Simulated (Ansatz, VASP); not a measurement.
Two plane-wave programs on Be2C

```xyz
3
Lattice="2.1469 2.1469 0.0000 -2.1469 2.1469 0.0000 0.0000 2.1469 2.1469" Properties=species:S:1:pos:R:3 pbc="T T T"
Be   -1.0734    3.2203    1.0734
Be    1.0734    3.2203    1.0734
C     0.0000    0.0000    0.0000
```

Alike in both runs: task single point; functional r2SCAN; k mesh 10 × 10 × 10; no spin polarisation.

```csv
,VASP,Ansatz
version,VASP 6.6.1,Ansatz 0.2.0
potentials or method,"VASP PAW PBE potentials, release 64 (Be, C)","PAW with Ansatz's default frozen-core files, scalar-relativistic"
plane-wave cutoff (eV),660,500
occupations,"gaussian, width 0.01 eV",fixed
valence electrons in the cell,8,8
```

|  | VASP | Ansatz | Ansatz less VASP |
| --- | --- | --- | --- |
| gap on the k mesh at the Fermi level (eV) | 1.54 | 1.54 | +0.006 |
| pressure (GPa) | 4.9 | 4.0 | -0.82 |

VASP's potentials were made for PBE, not for r2SCAN.
